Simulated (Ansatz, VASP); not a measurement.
## Pt in VASP and in Ansatz

```
Pt
1.0
    -1.58422    1.58422    1.58422
     1.58422   -1.58422    1.58422
     1.58422    1.58422   -1.58422
Pt
1
Direct
  0.00000 0.00000 0.00000
```

Alike in both runs: task single point; functional HF; k mesh 6 × 6 × 6; occupations fermi-dirac, width 0.05 eV; no spin polarisation.

|  | VASP | Ansatz |
| --- | --- | --- |
| version | VASP 6.6.1 | Ansatz 0.2.0 |
| potentials or method | VASP PAW PBE potentials, release 64 (Pt) | Ansatz PAW |
| plane-wave cutoff (eV) | 520 | 420 |
| valence electrons in the cell | 10 | 18 |

VASP gave:

| Quantity | Value |
| --- | --- |
| gap on the k mesh at the Fermi level (eV) | none |
| pressure (GPa) | 0.2 |

Task: Estimate Ansatz's values.

Result: gap on the k mesh at the Fermi level (eV): none; pressure (GPa): 0.0.

VASP's potentials were made for PBE, not for HF. A gap of «none» marks a metal or a gap that the smearing closes. The functional is the same, so the differences come from potentials, cutoffs and numerics. VASP's potentials hold 10 valence electrons a cell and Ansatz's 18, so a difference there can come from the potentials and not from the codes.

The k mesh is coarse, so the values compare programs but aren't converged. Neither program's run includes spin-orbit coupling.
